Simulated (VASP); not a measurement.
# Al (P6_3/mmc) in VASP: further runs, part 2 of 2

VASP 6.6.1. Earlier steps stand in the parts before.

### Step 4. Phonons, PBE+D3(BJ) (16.25 Å³/atom)

This run uses another cell than the first one, of 16.25 Å³/atom.

Contents of INCAR:

```
SYSTEM = Al
ALGO = Normal ; EDIFF = 1E-8
ENCUT = 520 ; GGA = PE
IBRION = 6 ; ISIF = 2
ISMEAR = -1 ; IVDW = 12
LASPH = .TRUE. ; LCHARG = .TRUE.
LREAL = .FALSE. ; LWAVE = .FALSE.
NBANDS = 10 ; NELM = 100
NFREE = 2 ; NSW = 1
POTIM = 0.015 ; PREC = Accurate
SIGMA = 0.15
```

Contents of KPOINTS:

```
k-points
0
G
  18 18 10
  0 0 0
```

Contents of POSCAR:

```
Al
1.0
    2.8351573212      0.0000000000      0.0000000000
   -1.4175786606      2.4553182639      0.0000000000
    0.0000000000      0.0000000000      4.6688404997
Al
2
Direct
    0.6666666667      0.3333333333      0.7500000000
    0.3333333333      0.6666666667      0.2500000000
```

Potentials or basis: VASP PAW PBE potentials, release 64 (Al).

On the command line:

```console
> cat potpaw_PBE.64/Al/POTCAR > POTCAR
> mpirun -np 1 vasp_std > vasp.out
```

OUTCAR:

```text
SYSTEM = Al
   EDIFF = 1E-8
   ENCUT = 520
   GGA = PE
   IBRION = 6
   ISIF = 2
   ISMEAR = -1
   IVDW = 12
   LASPH = .TRUE.
   LREAL = .FALSE.
   NELM = 100
   NFREE = 2
   NSW = 1
   POTIM = 0.015
   PREC = Accurate
 IVDW          = 12

 ion  position               nearest neighbor table
   1  0.667  0.333  0.750-   2 2.85   2 2.85   2 2.85   2 2.85   2 2.85   2 2.85
   2  0.333  0.667  0.250-   1 2.85   1 2.85   1 2.85   1 2.85   1 2.85   1 2.85

  LATTYP: Found a hexagonal cell.
 ALAT       =     2.8351573212
 C/A-ratio  =     1.6467659360

  Lattice vectors:

 A1 = (   2.8351573212,   0.0000000000,   0.0000000000)
 A2 = (  -1.4175786606,   2.4553182639,   0.0000000000)
 A3 = (   0.0000000000,   0.0000000000,   4.6688404997)

Analysis of symmetry for initial positions (statically):
=====================================================================
 Subroutine PRICEL returns:
 Original cell was already a primitive cell.

 Routine SETGRP: Setting up the symmetry group for a
 hexagonal supercell.

 Subroutine GETGRP returns: Found 24 space group operations
 (whereof 12 operations were pure point group operations)
 out of a pool of 24 trial point group operations.

The static configuration has the point symmetry D_3d.
 The point group associated with its full space group is D_6h.

Analysis of symmetry for dynamics (positions and initial velocities):
=====================================================================
 Subroutine PRICEL returns:
 Original cell was already a primitive cell.

 Routine SETGRP: Setting up the symmetry group for a
 hexagonal supercell.

 Subroutine GETGRP returns: Found 24 space group operations
 (whereof 12 operations were pure point group operations)
 out of a pool of 24 trial point group operations.

The dynamic configuration has the point symmetry D_3d.
 The point group associated with its full space group is D_6h.

 Subroutine INISYM returns: Found 24 space group operations
 (whereof 12 operations are pure point group operations),
 and found     1 'primitive' translations

----------------------------------------------------------------------------------------

                                     Primitive cell

  volume of cell :      32.5008

  direct lattice vectors                    reciprocal lattice vectors
     2.835157321  0.000000000  0.000000000     0.352714113  0.203639588  0.000000000
    -1.417578661  2.455318264  0.000000000     0.000000000  0.407279176  0.000000000
     0.000000000  0.000000000  4.668840500     0.000000000  0.000000000  0.214185942

  length of vectors
     2.835157321  2.835157321  4.668840500     0.407279176  0.407279176  0.214185942

  position of ions in fractional coordinates (direct lattice)
     0.666666667  0.333333333  0.750000000
     0.333333333  0.666666667  0.250000000

  ion indices of the primitive-cell ions
   primitive index   ion index
                 1           1
                 2           2
[... 81 lines left out ...]
   TEBEG  =    0.0;   TEEND  =   0.0 temperature during run
   PSTRESS=    0.0 pullay stress
   NELECT =       6.0000    total number of electrons
   NUPDOWN=      -1.0000    fix difference up-down
   EMIN   =  10.00;   EMAX   =-10.00  energy-range for DOS
   EFERMI =   0.00;   METHOD = LEGACY
   ISMEAR =    -1;   SIGMA  =   0.15  broadening in eV -4-tet -1-fermi 0-gaus
   EFERMI_NEDOS =   21; number of points for ismear=-14 and -15
   IALGO  =     38    algorithm
   IMIX   =      4    mixing-type and parameters
     AMIX     =   0.40;   BMIX     =  1.00
     AMIX_MAG =   1.60;   BMIX_MAG =  1.00
  volume/ion in A,a.u.               =      16.25       109.66
  Fermi-wavevector in a.u.,A,eV,Ry     =   0.932167  1.761541 11.822593  0.868936
  Thomas-Fermi vector in A             =   2.058737
   LORBIT       =      0    0 simple, 1 ext, 2 COOP (PROOUT), +10 PAW based schemes
   GGA     = PE    functional components
   LHFCALC =     F    Hartree Fock is set to
   AEXX    =    0.0000 exact exchange contribution
   IVDW    =    12    specifies the selected vdW correction
   LEPSILON=     F    determine dielectric tensor
   LRPA    =     F    only Hartree local field effects (RPA)
 finite differences with symmetry
 non-spin polarized calculation
  energy-cutoff  :      520.00
  volume of cell :       32.50
 maximum number of plane-waves:       888
 NGX is ok and might be reduce to    24
   NGX = 11   NGY = 11   NGZ = 17

--------------------------------------- Ionic step        1  -------------------------------------------

 number of electron       6.0000000 magnetization

 Free energy of the ion-electron system (eV)
  ---------------------------------------------------
  ext. energy  EPLUGINS =         0.00000000
  ---------------------------------------------------
  free energy    TOTEN  =        -7.45213937 eV

  energy without entropy =       -7.38835534  energy(sigma->0) =       -7.42024736

------------------------ aborting loop because EDIFF is reached ----------------------------------------

 Edisp (eV)   -0.68328

 E8    (eV) :    -0.3056
[... 151 lines left out ...]
--------------------------------------- Ionic step        5  -------------------------------------------

 number of electron       6.0000000 magnetization

 Free energy of the ion-electron system (eV)
  ---------------------------------------------------
  ext. energy  EPLUGINS =         0.00000000
  ---------------------------------------------------
  free energy    TOTEN  =        -7.45157355 eV

  energy without entropy =       -7.38781737  energy(sigma->0) =       -7.41969546

 E-fermi :   8.1582     XC(G=0): -10.2534

 val. band max:        8.1496183023   @ k =   0.3333   0.2222   0.1000
 cond. band min:       8.1675522105   @ k =   0.3333   0.1667   0.0000
 fundamental gap:      0.0179339083
 Fermi energy:         8.1581824349

 k-point     1 :       0.0000    0.0000    0.0000
  band No.  band energies     occupation
      1      -3.0831      2.00000
      2       3.4642      2.00000
      3       3.6524      2.00000
      4      18.9936      0.00000
      5      18.9936      0.00000
      6      19.3351      0.00000
      7      19.3351      0.00000
      8      20.2362      0.00000
      9      22.3485      0.00000
     10      22.4882      0.00000
[... 287 lines left out ...]
 k-point    24 :       0.3889    0.1111    0.0000
  band No.  band energies     occupation
      1       1.8979      2.00000
      2       4.4808      2.00000
      3       8.1324      1.08568
      4       8.5357      0.14938
      5      10.4675      0.00000
      6      10.8140      0.00000
      7      11.9860      0.00000
      8      17.2219      0.00000
      9      17.4239      0.00000
     10      18.7406      0.00000

 [... further k-points ...]

------------------------ aborting loop because EDIFF is reached ----------------------------------------

 Edisp (eV)   -0.68328

 E8    (eV) :    -0.3056
[... 25 lines left out ...]
  FREE ENERGIE OF THE ION-ELECTRON SYSTEM (eV)
  ---------------------------------------------------
  free  energy   TOTEN  =        -8.1348498472 eV

  energy  without entropy=       -8.0710936634  energy(sigma->0) =       -8.10297176

 INTERNAL STRAIN TENSORS FROM DISPLACED ATOMS
 ============================================

 INTERNAL STRAIN TENSOR FOR ION    1 for displacements in x,y,z  (eV/Angst):
          X           Y           Z          XY          YZ          ZX
  --------------------------------------------------------------------------------
  x     0.00000     0.00000     0.00000     0.19534     0.00000     0.00000
  y     0.19534    -0.19534     0.00000     0.00000     0.00000     0.00000
  z     0.00000     0.00000    -0.00000     0.00000     0.00000     0.00000

 INTERNAL STRAIN TENSOR FOR ION    2 for displacements in x,y,z  (eV/Angst):
          X           Y           Z          XY          YZ          ZX
  --------------------------------------------------------------------------------
  x     0.00000     0.00000     0.00000    -0.19534     0.00000     0.00000
  y    -0.19534     0.19534    -0.00000    -0.00000     0.00000     0.00000
  z    -0.00000    -0.00000     0.00000     0.00000     0.00000     0.00000

 Eigenvectors and eigenvalues of the dynamical matrix
 ----------------------------------------------------

   1 f  =    9.574002 THz    60.155230 2PiTHz  319.354336 cm-1    39.594874 meV
             X         Y         Z           dx          dy          dz
      1.417579  0.818439  3.501630     0.000000    0.000000   -0.707107
     -0.000000  1.636879  1.167210     0.000000    0.000000    0.707107
[... 21 lines left out ...]
   6 f  =    0.000000 THz     0.000000 2PiTHz    0.000000 cm-1     0.000000 meV
             X         Y         Z           dx          dy          dz
      1.417579  0.818439  3.501630     0.000000   -0.000000    0.707107
     -0.000000  1.636879  1.167210     0.000000    0.000000    0.707107

 ELASTIC MODULI CONTR FROM IONIC RELAXATION (kBar)
 Direction    XX          YY          ZZ          XY          YZ          ZX
 --------------------------------------------------------------------------------
 XX          -1.7554      1.7554     -0.0000     -0.0000      0.0000      0.0000
 YY           1.7554     -1.7554      0.0000      0.0000      0.0000      0.0000
 ZZ          -0.0000      0.0000     -0.0000     -0.0000      0.0000      0.0000
 XY          -0.0000      0.0000     -0.0000     -1.7554      0.0000      0.0000
 YZ           0.0000      0.0000      0.0000      0.0000      0.0000      0.0000
 ZX           0.0000      0.0000      0.0000      0.0000      0.0000      0.0000
 --------------------------------------------------------------------------------
```

Run time: 7.1 min. Hardware: 1 thread of Intel Xeon 8259CL, shared host; peak memory 0.53 GiB.

What came out:

| Item | Value |
| --- | --- |
| Highest phonon frequency at Γ | 319 cm⁻¹ |
| Dispersion energy per atom | -0.342 eV |

Phonon frequencies in cm⁻¹ (negative: imaginary):
```
              q point        frequencies
(0.000, 0.000, 0.000)  0 0 0 147 147 319
```

Caveat: the cell stands under pressure or tension, which shifts response properties.
